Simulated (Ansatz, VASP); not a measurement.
**One calculation of BiTe, two programs**

File INCAR:

```
  PREC = Accurate
  ENCUT = 520
  EDIFF = 1E-7
  ISMEAR = 0
  SIGMA = 0.05
  LREAL = F
  LASPH = T
  NELM = 80
  ALGO = Normal
  ISIF = 2
  LWAVE = F
  LCHARG = F
  GGA = PS
  NBANDS = 18
```

File KPOINTS:

```
regular mesh
0
Gamma
  8 8 8
```

POSCAR

```
BiTe
1.0
    0.0000000000      3.2156705279      3.2156705279
    3.2156705279      0.0000000000      3.2156705279
    3.2156705279      3.2156705279      0.0000000000
Bi Te
1 1
Direct
    0.5000000000      0.5000000000      0.5000000000
    0.0000000000      0.0000000000      0.0000000000
```

Input for Ansatz:

```yaml
crystal:
  lattice:
    - [0.0, 3.2156705279, 3.2156705279]
    - [3.2156705279, 0.0, 3.2156705279]
    - [3.2156705279, 3.2156705279, 0.0]
  atoms:
    - { symbol: Bi, position: [0.5, 0.5, 0.5] }
    - { symbol: Te, position: [0.0, 0.0, 0.0] }
basis:
  ecutwfc: 420
  ecutrho_ratio: 4
kpoints:
  mp_grid: { grid: [8, 8, 8] }
hamiltonian:
  xc: pbesol
scf:
  occupations: { method: gaussian, width: 0.05 }
output:
  forces: true
  stress: true
  eigenvalues: true
```

Alike in both runs: task single point; functional PBEsol; k mesh 8 × 8 × 8; occupations gaussian, width 0.05 eV; no spin polarisation.

|  | VASP | Ansatz |
| --- | --- | --- |
| version | VASP 6.6.1 | Ansatz 0.2.0 |
| potentials or method | VASP PAW PBE potentials, release 64 (Bi_d, Te), cutoff 520 eV | scalar-relativistic, plane waves, PAW |
| valence electrons in the cell | 21 | 31 |

|  | VASP | Ansatz | Ansatz less VASP |
| --- | --- | --- | --- |
| pressure (GPa) | -1.0 | -1.0 | +0.02 |

VASP's potentials were made for PBE, not for PBEsol. VASP's potentials hold 21 valence electrons a cell and Ansatz's 31, so a difference there can come from the potentials and not from the codes.

Neither program's run includes spin-orbit coupling.
